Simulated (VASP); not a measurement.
# Sb (Fm-3m) in VASP: a series of runs

The runs below take Sb through single point, with PBE0, HSE06.

All numbers are computed with VASP 6.6.1; they aren't measurements. Logs are shortened: lines on timing, memory, paths and dates and some standing lists are left out, and cuts for length are marked.

## Step 1: The cell of the first run

Symmetry: Fm-3m, No. 225, cubic system. The conventional cell has a = 4.742 Å, b = 4.742 Å, c = 4.742 Å, α = 90.00°, β = 90.00°, γ = 90.00°. Sb (site symmetry m-3m) has 12 Sb at 3.35 Å within 4.4 Å.

This isn't the form of Sb at room conditions, which is rhombohedral.

## Step 2: Single point, PBE0

File POSCAR:

```
Sb
1.0
    0.0000000000      2.3712425216      2.3712425216
    2.3712425216      0.0000000000      2.3712425216
    2.3712425216      2.3712425216      0.0000000000
Sb
1
Direct
    0.0000000000      0.0000000000      0.0000000000
```

File INCAR.step1:

```
SYSTEM = Sb
ALGO = Normal ; EDIFF = 1E-5
ENCUT = 400 ; GGA = PE
GGA_COMPAT = .FALSE. ; ISIF = 2
ISMEAR = -1 ; LASPH = .TRUE.
LCHARG = .FALSE. ; LREAL = .FALSE.
LWAVE = .TRUE. ; NBANDS = 14
NELM = 120 ; PREC = Accurate
SIGMA = 0.05
```

File INCAR.step2:

```
SYSTEM = Sb
AEXX = 0.25 ; ALGO = Normal
EDIFF = 1E-6 ; ENCUT = 400
GGA = PE ; GGA_COMPAT = .FALSE.
ISIF = 2 ; ISMEAR = -1
ISTART = 1 ; LASPH = .TRUE.
LCHARG = .FALSE. ; LHFCALC = .TRUE.
LREAL = .FALSE. ; LWAVE = .FALSE.
NBANDS = 14 ; NELM = 120
PREC = Accurate ; PRECFOCK = Normal
SIGMA = 0.05
```

File KPOINTS:

```
k-points
0
G
  5 5 5
  0 0 0
```

Potentials or basis: VASP PAW PBE potentials, release 64 (Sb_d_GW).

The run is started by

```
$ cat potpaw_PBE.64/Sb_d_GW/POTCAR > POTCAR
$ cp INCAR.step1 INCAR
$ mpirun -np 1 vasp_std > vasp.out
$ cp INCAR.step2 INCAR
$ mpirun -np 1 vasp_std > vasp.out
```

OUTCAR:

```text
SYSTEM = Sb
   AEXX = 0.25
   EDIFF = 1E-6
   ENCUT = 400
   GGA = PE
   ISIF = 2
   ISMEAR = -1
   ISTART = 1
   LASPH = .TRUE.
   LHFCALC = .TRUE.
   LREAL = .FALSE.
   NELM = 120
   PREC = Accurate
   PRECFOCK = Normal

 ion  position               nearest neighbor table
   1  0.000  0.000  0.000-

  LATTYP: Found a face centered cubic cell.
 ALAT       =     4.7424850432

  Lattice vectors:

 A1 = (   0.0000000000,   2.3712425216,   2.3712425216)
 A2 = (   2.3712425216,   0.0000000000,   2.3712425216)
 A3 = (   2.3712425216,   2.3712425216,   0.0000000000)

Analysis of symmetry for initial positions (statically):
=====================================================================
 Subroutine PRICEL returns:
 Original cell was already a primitive cell.

 Routine SETGRP: Setting up the symmetry group for a
 face centered cubic supercell.

 Subroutine GETGRP returns: Found 48 space group operations
 (whereof 48 operations were pure point group operations)
 out of a pool of 48 trial point group operations.

The static configuration has the point symmetry O_h .

Analysis of symmetry for dynamics (positions and initial velocities):
=====================================================================
 Subroutine PRICEL returns:
 Original cell was already a primitive cell.

 Routine SETGRP: Setting up the symmetry group for a
 face centered cubic supercell.

 Subroutine GETGRP returns: Found 48 space group operations
 (whereof 48 operations were pure point group operations)
 out of a pool of 48 trial point group operations.

The dynamic configuration has the point symmetry O_h .

 Subroutine INISYM returns: Found 48 space group operations
 (whereof 48 operations are pure point group operations),
 and found     1 'primitive' translations

----------------------------------------------------------------------------------------

                                     Primitive cell

  volume of cell :      26.6660

  direct lattice vectors                    reciprocal lattice vectors
     0.000000000  2.371242522  2.371242522    -0.210859916  0.210859916  0.210859916
     2.371242522  0.000000000  2.371242522     0.210859916 -0.210859916  0.210859916
     2.371242522  2.371242522  0.000000000     0.210859916  0.210859916 -0.210859916

  length of vectors
     3.353443334  3.353443334  3.353443334     0.365220089  0.365220089  0.365220089

  position of ions in fractional coordinates (direct lattice)
     0.000000000  0.000000000  0.000000000

  ion indices of the primitive-cell ions
   primitive index   ion index
                 1           1

----------------------------------------------------------------------------------------

 KPOINTS: k-points

Automatic generation of k-mesh.
 Grid dimensions read from file:
 generate k-points for:    5    5    5

 Generating k-lattice:

  Cartesian coordinates                     Fractional coordinates (reciprocal lattice)
    -0.042171983  0.042171983  0.042171983     0.200000000  0.000000000  0.000000000
     0.042171983 -0.042171983  0.042171983     0.000000000  0.200000000  0.000000000
     0.042171983  0.042171983 -0.042171983     0.000000000  0.000000000  0.200000000

  Length of vectors
     0.073044018  0.073044018  0.073044018

  Shift w.r.t. Gamma in fractional coordinates (k-lattice)
     0.000000000  0.000000000  0.000000000

 Subroutine IBZKPT returns following result:
 ===========================================

 Found     10 irreducible k-points:

 Following reciprocal coordinates:
            Coordinates               Weight
  0.000000  0.000000  0.000000      1.000000
  0.200000  0.000000  0.000000      8.000000
  0.400000  0.000000  0.000000      8.000000
  0.200000  0.200000  0.000000      6.000000
  0.400000  0.200000  0.000000     24.000000
 -0.400000  0.200000  0.000000     24.000000
 -0.200000  0.200000  0.000000     12.000000
  0.400000  0.400000  0.000000      6.000000
 -0.400000  0.400000  0.000000     12.000000
 -0.400000  0.400000  0.200000     24.000000
   k-points           NKPTS =     10   k-points in BZ     NKDIM =    125   number of bands    NBANDS=     14
   number of dos      NEDOS =    301   number of ions     NIONS =      1
   total plane-waves  NPLWV =  13824
   dimension x,y,z NGX =    24 NGY =   24 NGZ =   24
   dimension x,y,z NGXF=    48 NGYF=   48 NGZF=   48
   ions per type =               1
   NGX,Y,Z   is equivalent  to a cutoff of  11.90, 11.90, 11.90 a.u.
   NGXF,Y,Z  is equivalent  to a cutoff of  23.80, 23.80, 23.80 a.u.
 SYSTEM =  Sb
   PREC   = accura    normal or accurate (medium, high low for compatibility)
   ISTART =      1    job   : 0-new  1-cont  2-samecut
   ICHARG =      0    charge: 1-file 2-atom 10-const
   ISPIN  =      1    spin polarized calculation?
   LNONCOLLINEAR =      F non collinear calculations
   LSORBIT =      F    spin-orbit coupling
   LASPH  =      T    aspherical Exc in radial PAW
   ENCUT  =  400.0 eV  29.40 Ry    5.42 a.u.   5.47  5.47  5.47*2*pi/ulx,y,z
   NELM   =    120;   NELMIN=  2; NELMDL=  0     # of ELM steps
   EDIFF  = 0.1E-05   stopping-criterion for ELM
   LREAL  =      F    real-space projection
   EDIFFG = 0.1E-04   stopping-criterion for IOM
   NSW    =      0    number of steps for IOM
   IBRION =     -1    ionic relax: 0-MD 1-quasi-New 2-CG
   NFREE  =      0    steps in history (QN), initial steepest desc. (CG)
   ISIF   =      2    stress and relaxation
   ISYM   =      3    0-nonsym 1-usesym 2-fastsym
   POTIM  = 0.5000    time-step for ionic-motion
   TEBEG  =    0.0;   TEEND  =   0.0 temperature during run
   PSTRESS=    0.0 pullay stress
   NELECT =      15.0000    total number of electrons
   NUPDOWN=      -1.0000    fix difference up-down
   EMIN   =  10.00;   EMAX   =-10.00  energy-range for DOS
   EFERMI =   0.00;   METHOD = LEGACY
   ISMEAR =    -1;   SIGMA  =   0.05  broadening in eV -4-tet -1-fermi 0-gaus
   EFERMI_NEDOS =   21; number of points for ismear=-14 and -15
   IALGO  =     38    algorithm
   IMIX   =      1    mixing-type and parameters
     AMIX     =   0.40;   BMIX     =  1.00
     AMIX_MAG =   1.60;   BMIX_MAG =  1.00
  volume/ion in A,a.u.               =      26.67       179.95
  Fermi-wavevector in a.u.,A,eV,Ry     =   1.351406  2.553788 24.848307  1.826299
  Thomas-Fermi vector in A             =   2.478831
   LORBIT       =      0    0 simple, 1 ext, 2 COOP (PROOUT), +10 PAW based schemes
   GGA     = PE    functional components
   LHFCALC =     T    Hartree Fock is set to
   PRECFOCK=normal    Normal, Fast or Accurate (Low or Medium for compatibility)
   ENCUT4O =  -1.0   cutoff for four orbital integrals eV
   NKREDX  =     1    reduce k-point grid by
   NKREDY  =     1    reduce k-point grid by
   NKREDZ  =     1    reduce k-point grid by
   AEXX    =    0.2500 exact exchange contribution
   HFSCREEN=    0.0000 screening length (either q_TF or 0.3 A-1)
   HFSCREENC=   0.0000 screening length for correlation (either q_TF or 0.3 A-1)
   ENCUTFOCK=  -1.0 apply spherical cutoff to Coloumb kernel
   IVDW    =     0    specifies the selected vdW correction
   LEPSILON=     F    determine dielectric tensor
   LRPA    =     F    only Hartree local field effects (RPA)
 non-spin polarized calculation
  energy-cutoff  :      400.00
  volume of cell :       26.67
 maximum number of plane-waves:       531
 NGX is ok and might be reduce to    24
  NGX = 18; NGY = 18; NGZ = 18

 number of electron      15.0000001 magnetization

 Free energy of the ion-electron system (eV)
  ---------------------------------------------------
  ext. energy  EPLUGINS =         0.00000000
  ---------------------------------------------------
  free energy    TOTEN  =        -5.01282563 eV

  energy without entropy =       -5.00150305  energy(sigma->0) =       -5.00716434

 E-fermi :   6.0391     XC(G=0):  -8.4444

 val. band max:        5.9893829733   @ k =  -0.4000   0.4000   0.2000
 cond. band min:       6.7633296096   @ k =  -0.2000   0.2000   0.0000
 fundamental gap:      0.7739466363
 Fermi energy:         6.0391021757

 k-point     1 :       0.0000    0.0000    0.0000
  band No.  band energies     occupation
      1     -25.9381      2.00000
      2     -25.9381      2.00000
      3     -25.9381      2.00000
      4     -25.8943      2.00000
      5     -25.8943      2.00000
      6      -8.5841      2.00000
      7      12.9051      0.00000
      8      12.9051      0.00000
      9      12.9051      0.00000
     10      17.7262      0.00000
     11      18.1133      0.00000
     12      18.1133      0.00000
     13      18.1133      0.00000
     14      19.7063      0.00000

 k-point     2 :       0.2000    0.0000    0.0000
  band No.  band energies     occupation
      1     -25.9347      2.00000
      2     -25.9265      2.00000
      3     -25.9265      2.00000
      4     -25.8886      2.00000
      5     -25.8886      2.00000
      6      -7.6987      2.00000
      7       7.5677      0.00000
      8      12.0224      0.00000
      9      12.0224      0.00000
     10      16.0219      0.00000
     11      18.9413      0.00000
     12      18.9413      0.00000
     13      19.9397      0.00000
     14      20.8996      0.00000

 k-point     3 :       0.4000    0.0000    0.0000
  band No.  band energies     occupation
      1     -25.9310      2.00000
      2     -25.9303      2.00000
      3     -25.9303      2.00000
      4     -25.8575      2.00000
      5     -25.8575      2.00000
      6      -5.2071      2.00000
      7       0.7588      2.00000
      8      11.0746      0.00000
      9      11.0746      0.00000
     10      15.7731      0.00000
     11      17.2447      0.00000
     12      17.2447      0.00000
     13      17.5180      0.00000
     14      24.7317      0.00000

 k-point     4 :       0.2000    0.2000    0.0000
  band No.  band energies     occupation
      1     -25.9530      2.00000
      2     -25.9100      2.00000
      3     -25.9048      2.00000
      4     -25.9048      2.00000
      5     -25.8805      2.00000
      6      -7.4018      2.00000
      7       9.2979      0.00000
      8      10.0341      0.00000
      9      10.0341      0.00000
     10      14.0230      0.00000
     11      15.5019      0.00000
     12      22.2651      0.00000
     13      22.2651      0.00000
     14      23.6572      0.00000

 k-point     5 :       0.4000    0.2000    0.0000
  band No.  band energies     occupation
      1     -25.9503      2.00000
      2     -25.9203      2.00000
      3     -25.8995      2.00000
      4     -25.8791      2.00000
      5     -25.8544      2.00000
      6      -5.3982      2.00000
      7       3.1723      2.00000
      8       8.0505      0.00000
      9       9.0423      0.00000
     10      13.4126      0.00000
     11      16.9988      0.00000
     12      21.0837      0.00000
     13      21.3933      0.00000
     14      23.1734      0.00000

 k-point     6 :      -0.4000    0.2000    0.0000
  band No.  band energies     occupation
      1     -25.9391      2.00000
      2     -25.9106      2.00000
      3     -25.9057      2.00000
      4     -25.8701      2.00000
      5     -25.8587      2.00000
      6      -3.6943      2.00000
      7       0.3116      2.00000
      8       5.6818      1.99843
      9       9.7374      0.00000
     10      13.8236      0.00000
     11      19.4570      0.00000
     12      19.4572      0.00000
     13      23.1643      0.00000
     14      23.6439      0.00000

 k-point     7 :      -0.2000    0.2000    0.0000
  band No.  band energies     occupation
      1     -25.9275      2.00000
      2     -25.9259      2.00000
      3     -25.9027      2.00000
      4     -25.9000      2.00000
      5     -25.8664      2.00000
      6      -6.2487      2.00000
      7       4.8163      2.00000
      8       6.7633      0.00000
      9      11.7561      0.00000
     10      15.9954      0.00000
     11      18.3972      0.00000
     12      19.0270      0.00000
     13      19.7891      0.00000
     14      20.5245      0.00000

 k-point     8 :       0.4000    0.4000    0.0000
  band No.  band energies     occupation
      1     -25.9780      2.00000
      2     -25.9401      2.00000
      3     -25.8585      2.00000
      4     -25.8504      2.00000
      5     -25.8504      2.00000
      6      -3.9742      2.00000
      7       2.4410      2.00000
      8       7.5692      0.00000
      9       7.5692      0.00000
     10      11.6891      0.00000
     11      12.0284      0.00000
     12      26.4739      0.00000
     13      26.8292      0.00000
     14      26.8292      0.00000

 k-point     9 :      -0.4000    0.4000    0.0000
  band No.  band energies     occupation
      1     -25.9626      2.00000
      2     -25.9291      2.00000
      3     -25.8661      2.00000
      4     -25.8597      2.00000
      5     -25.8496      2.00000
      6      -2.2711      2.00000
      7       0.9836      2.00000
      8       3.3169      2.00000
      9       7.8375      0.00000
     10      11.9956      0.00000
     11      16.1177      0.00000
     12      24.7264      0.00000
     13      24.9418      0.00000
     14      25.2464      0.00000

 k-point    10 :      -0.4000    0.4000    0.2000
  band No.  band energies     occupation
      1     -25.9326      2.00000
      2     -25.9267      2.00000
      3     -25.8950      2.00000
      4     -25.8686      2.00000
      5     -25.8515      2.00000
      6      -3.1587      2.00000
      7       2.2023      2.00000
      8       3.6005      2.00000
      9       5.9894      1.45991
     10      16.0740      0.00000
     11      17.1113      0.00000
     12      19.0314      0.00000
     13      23.4947      0.00000
     14      26.6206      0.00000

------------------------ aborting loop because EDIFF is reached ----------------------------------------

  FORCE on cell =-STRESS in cart. coord.  units (eV):
  Direction    XX          YY          ZZ          XY          YZ          ZX
  --------------------------------------------------------------------------------------
  -------------------------------------------------------------------------------------
  Total       -0.1510699     -0.1510699     -0.1510699     -0.0000000     -0.0000000     -0.0000000
  in kB       -9.0767556     -9.0767556     -9.0767556     -0.0000000     -0.0000000     -0.0000000
  external PRESSURE =      -9.0767556 kB  Pullay stress =       0.0000000 kB

 VOLUME and BASIS-vectors are now :
 -----------------------------------------------------------------------------
  energy-cutoff  :      400.00
  volume of cell :       26.67
      direct lattice vectors                 reciprocal lattice vectors
     0.000000000  2.371242522  2.371242522    -0.210859916  0.210859916  0.210859916
     2.371242522  0.000000000  2.371242522     0.210859916 -0.210859916  0.210859916
     2.371242522  2.371242522  0.000000000     0.210859916  0.210859916 -0.210859916

 POSITION                                       TOTAL-FORCE (eV/Angst)
 -----------------------------------------------------------------------------------
      0.00000      0.00000      0.00000        -0.000000      0.000000      0.000000
 -----------------------------------------------------------------------------------
    total drift:                               -0.000001      0.000000     -0.000000

  FREE ENERGIE OF THE ION-ELECTRON SYSTEM (eV)
  ---------------------------------------------------
  free  energy   TOTEN  =        -5.0128256339 eV

  energy  without entropy=       -5.0015030461  energy(sigma->0) =       -5.00716434
```

It took 8.3 min on 1 thread of AMD EPYC 7R43 (Zen 3), shared host; peak memory 0.11 GiB.

Results:

- Free energy: -5.0128 eV
- Pressure: -0.9 GPa
- Band gap on the k mesh: zero (an odd number of electrons rules out a gap without spin polarisation)

Caveat: the k points lie up to 0.46 Å⁻¹ apart, too coarse for converged energies and pressures of a metal; the PAW data sets were made with another functional, which shifts forces and pressure a little; spin-orbit coupling is left out, which moves the levels of the heavy elements; an odd number of electrons without spin polarisation forces a metal; a magnetic or distorted state may lie lower.

## Step 3: Single point, HSE06

POSCAR is that of step 2.

File INCAR.step1:

```
SYSTEM = Sb
ALGO = Normal
EDIFF = 1E-5
ENCUT = 400
GGA = PE
GGA_COMPAT = .FALSE.
ISIF = 2
ISMEAR = -1
LASPH = .TRUE.
LCHARG = .FALSE.
LREAL = .FALSE.
LWAVE = .TRUE.
NBANDS = 14
NELM = 120
PREC = Accurate
SIGMA = 0.05
```

File INCAR.step2:

```
SYSTEM = Sb
ALGO = Normal
EDIFF = 1E-6
ENCUT = 400
GGA = PE
GGA_COMPAT = .FALSE.
HFSCREEN = 0.2079
ISIF = 2
ISMEAR = -1
ISTART = 1
LASPH = .TRUE.
LCHARG = .FALSE.
LHFCALC = .TRUE.
LREAL = .FALSE.
LWAVE = .FALSE.
NBANDS = 14
NELM = 120
PREC = Accurate
PRECFOCK = Normal
SIGMA = 0.05
```

KPOINTS is that of step 2.

Potentials or basis: VASP PAW PBE potentials, release 64 (Sb_d_GW).

The run is started by

```
$ cat potpaw_PBE.64/Sb_d_GW/POTCAR > POTCAR
$ cp INCAR.step1 INCAR
$ mpirun -np 1 vasp_std > vasp.out
$ cp INCAR.step2 INCAR
$ mpirun -np 1 vasp_std > vasp.out
```

It took 3.6 min on 1 thread of Intel Xeon Platinum 8488C (Sapphire Rapids), shared host; peak memory 0.25 GiB.

The run converged. Its results:

```
Free energy            : -4.4616 eV
Pressure               : -0.7 GPa
Band gap on the k mesh : zero (an odd number of electrons rules out a gap without spin polarisation)
```

Levels at points of the mesh, in eV from the Fermi level:
```csv
k point,band 5,band 6,band 7,band 8,band 9,band 10
"(0.00, 0.00, 0.00)",-31.67,-14.34,6.30,6.30,6.30,11.15
```

Caveat: the k points lie up to 0.46 Å⁻¹ apart, too coarse for converged energies and pressures of a metal; the PAW data sets were made with another functional, which shifts forces and pressure a little; spin-orbit coupling is left out, which moves the levels of the heavy elements; an odd number of electrons without spin polarisation forces a metal; a magnetic or distorted state may lie lower.

The gap in the log of VASP goes by the Fermi energy; the results here count the filled bands.